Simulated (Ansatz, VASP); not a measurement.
Zr3N2 in VASP and in Ansatz

The input POSCAR:

```
Zr3N2
1.0
    1.6563420323      0.9562895182      7.6779855084
   -1.6563420323      0.9562895182      7.6779855084
    0.0000000000     -1.9125790364      7.6779855084
Zr N
3 2
Direct
    0.0000000000      0.0000000000      0.0000000000
    0.2095000000      0.2095000000      0.2095000000
    0.7905000000      0.7905000000      0.7905000000
    0.4000000000      0.4000000000      0.4000000000
    0.6000000000      0.6000000000      0.6000000000
```

INCAR.step1

```
SYSTEM = Zr3N2
  PREC = Accurate
  ENCUT = 520
  ISMEAR = 0
  SIGMA = 0.1
  LREAL = .False.
  LASPH = .True.
  NELM = 100
  NBANDS = 31
  GGA = PE
  ALGO = Normal
  EDIFF = 1E-4
  LWAVE = .True.
  LCHARG = .False.
```

Contents of INCAR.step2:

```
SYSTEM = Zr3N2
  PREC = Accurate
  ENCUT = 520
  EDIFF = 1E-6
  ISMEAR = 0
  SIGMA = 0.1
  LREAL = .False.
  LASPH = .True.
  NELM = 100
  ALGO = Normal
  ISIF = 2
  LWAVE = .False.
  LCHARG = .False.
  METAGGA = R2SCAN
  LMIXTAU = .True.
  NBANDS = 31
  ISTART = 1
```

Contents of KPOINTS:

```
regular mesh
0
Gamma
  6 6 6
  0 0 0
```

Input for Ansatz:

```yaml
crystal:
  lattice:
    - [1.6563420323, 0.9562895182, 7.6779855084]
    - [-1.6563420323, 0.9562895182, 7.6779855084]
    - [0.0, -1.9125790364, 7.6779855084]
  atoms:
    - { symbol: Zr, position: [0.0, 0.0, 0.0] }
    - { symbol: Zr, position: [0.2095, 0.2095, 0.2095] }
    - { symbol: Zr, position: [0.7905, 0.7905, 0.7905] }
    - { symbol: "N", position: [0.4, 0.4, 0.4] }
    - { symbol: "N", position: [0.6, 0.6, 0.6] }
basis:
  ecutwfc: 500
kpoints:
  mp_grid: { grid: [6, 6, 6] }
hamiltonian:
  xc: r2scan
scf:
  occupations: { method: gaussian, width: 0.1 }
  lower_state_search: "off"
output:
  forces: true
  stress: true
  eigenvalues: true
```

Alike in both runs: task single point; functional r2SCAN; k mesh 6 × 6 × 6; occupations gaussian, width 0.1 eV; no spin polarisation.

|  | VASP | Ansatz |
| --- | --- | --- |
| version | VASP 6.6.1 | Ansatz 0.2.0 |
| potentials or method | VASP PAW PBE potentials, release 64 (Zr_sv, N), cutoff 520 eV | scalar-relativistic, plane waves, PAW |
| valence electrons in the cell | 46 | 46 |

|  | VASP | Ansatz | Ansatz less VASP |
| --- | --- | --- | --- |
| gap on the k mesh at the Fermi level (eV) | none | none | - |
| pressure (GPa) | -3.3 | -3.5 | -0.18 |
| traceless stress, the component that is largest in VASP (GPa) | 11.07 | 11.02 | -0.052 |
| rms of the force components (eV/Å) | 2.442 | 2.436 | -0.0059 |

VASP's potentials were made for PBE, not for r2SCAN. Atom by atom the forces differ by 0.007 eV/Å (rms over components). A gap of «none» marks a metal or a gap that the smearing closes.

The k mesh is coarse, so the values compare programs but aren't converged.
